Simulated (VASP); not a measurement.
**Mg9O8 (a cell with a defect): single point with LDA**

Crystal: Mg9O8 (a cell with a defect).

```xyz
17
Lattice="0.0000 4.3520 4.3520 4.3520 0.0000 4.3520 4.3520 4.3520 0.0000" Properties=species:S:1:pos:R:3 pbc="T T T"
Mg    0.0607   -0.0556   -0.0549
Mg    2.2890    2.0667    0.0569
Mg    2.2884    0.0571    2.0677
Mg    4.2988    2.0687    2.0694
Mg    0.0428    2.1224    2.1223
Mg    2.2353    4.3132    2.1208
Mg    2.2357    2.1201    4.3135
Mg    3.9668    4.7427    4.7436
Mg    5.1922    3.5179    3.5190
O     2.2185    2.1377    2.1379
O     4.4173    4.2899    1.9547
O     4.4175    1.9533    4.2894
O     6.7568    4.2907    4.2905
O     2.1133    4.3568    4.3578
O     4.3521    6.5958    4.3582
O     4.3521    4.3571    6.5967
O     6.4519    6.6080    6.6079
```

```json
{
 "Program": "VASP 6.6.1",
 "Task": "single point",
 "Functional": "LDA",
 "Potentials or basis": "VASP PAW LDA potentials, release 64 (Mg, O)",
 "Cutoff": "520 eV",
 "k mesh": "3 × 3 × 3",
 "Occupations": "fermi-dirac, width 0.02 eV",
 "Spin": "no spin polarisation"
}
```

```yaml
Pressure: 10.5 GPa
Largest_force: 0.047 eV/Å
Band_gap_on_the_k_mesh: 0.40 eV
```

Forces in eV/Å, atoms in the order of the input:
```
Mg   0.008 -0.010 -0.008
Mg   0.001  0.003  0.015
Mg   0.002  0.012  0.002
Mg  -0.011 -0.005 -0.005
Mg   0.032  0.012  0.012
Mg  -0.016 -0.029  0.016
Mg  -0.018  0.019 -0.026
Mg   0.014 -0.012 -0.010
Mg  -0.005  0.003  0.001
O    0.000  0.000  0.001
O    0.003  0.002 -0.015
O    0.003 -0.011  0.003
O    0.005 -0.003 -0.001
O   -0.023 -0.015 -0.018
O    0.011  0.024 -0.021
O    0.012 -0.018  0.022
O   -0.020  0.028  0.033
```

Stress tensor (GPa, compression positive):
```
10.51 -4.15 -4.16
-4.15 10.50  4.16
-4.16  4.16 10.48
```

Levels at points of the mesh, in eV from the valence-band top:
```
           k point  band 29  band 30  band 31  band 32  band 33  band 34  band 35  band 36  band 37  band 38
(0.00, 0.00, 0.00)    -5.86    -5.68    -5.68    -5.50    -2.23     0.58     0.94     1.11     1.12     1.69
```

Run time: 120 s on 1 thread of Intel(R) Xeon(R) 6975P-C (Granite Rapids), on a shared host, peak memory 0.28 GiB.
